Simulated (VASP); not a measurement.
A run of VASP 6.6.1:

The input INCAR:

```
PREC = Accurate ; ENCUT = 520
EDIFF = 1E-8 ; ISMEAR = -1
SIGMA = 0.03 ; LREAL = F
LASPH = T ; NELM = 150
ALGO = Normal ; ISIF = 2
LWAVE = F ; LCHARG = F
ISPIN = 2 ; MAGMOM = 2 0
LORBIT = 11 ; LMAXMIX = 4
GGA = CA ; LEFG = T
ISYM = 0 ; NBANDS = 18
KPAR = 4
```

The input KPOINTS:

```
regular mesh
0
Gamma
  13 13 15
```

File POSCAR:

```
CoO
1.0
   -1.5029566364      1.5029566364      2.1002022435
    1.5029566364     -1.5029566364      2.1002022435
    1.5029566364      1.5029566364     -2.1002022435
Co O
1 1
Direct
    0.0000000000      0.0000000000      0.0000000000
    0.5000000000      0.5000000000      0.0000000000
```

Potentials or basis: VASP PAW LDA potentials, release 64 (Co, O).

Launch:

```bash
$ cat potpaw_LDA.64/Co/POTCAR potpaw_LDA.64/O/POTCAR > POTCAR
$ mpirun -np 4 vasp_std > vasp.out
```

Hardware: 4 MPI ranks on Oxide Virtual Turin-like Processor, with other jobs on the host.

Q: How long does it take, and how much memory?

A: It took 11 min on 4 MPI ranks on Oxide Virtual Turin-like Processor, on a shared host, peak memory 0.67 GiB a rank. Counts: scf iterations 19, k points 1268.
